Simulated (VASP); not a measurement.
V:

```
CELL_PARAMETERS angstrom
-1.51435 1.51435 1.51435
1.51435 -1.51435 1.51435
1.51435 1.51435 -1.51435
ATOMIC_POSITIONS crystal
V 0.00000 0.00000 0.00000
```

```yaml
Program: VASP 6.6.1
Task: relaxation of cell and atoms
Functional: PBE
Potentials_or_basis: VASP PAW PBE potentials, release 64 (V_sv)
Cutoff: 600 eV
k_mesh: 12 × 12 × 12
Occupations: fermi-dirac, width 0.05 eV
Spin: collinear spin, ferromagnetic start
Starting_moments: "[2.0] μB"
```

At the start: pressure -5.2 GPa; volume 13.89 Å³/atom.

Q: How do energy, volume and symmetry change on relaxing?

A: Over 3 steps the energy falls by 7.0 meV/atom and the volume is 13.47 Å³/atom (-3.0 %); space group Im-3m (No. 229, to 0.1 Å) before and after; moment 0.00 μB per cell.

The path:
```csv
step,energy change (eV),largest force (eV/Å),pressure (GPa),volume (Å³)
1,0.0000,0.0000,-5.22,13.89
2,0.0026,0.0000,6.82,13.00
3,-0.0070,0.0000,-0.05,13.47
```

Final structure:
```
V
1.0
    -1.49898    1.49898    1.49898
     1.49898   -1.49898    1.49898
     1.49898    1.49898   -1.49898
V
1
Direct
  0.00000 0.00000 0.00000
```
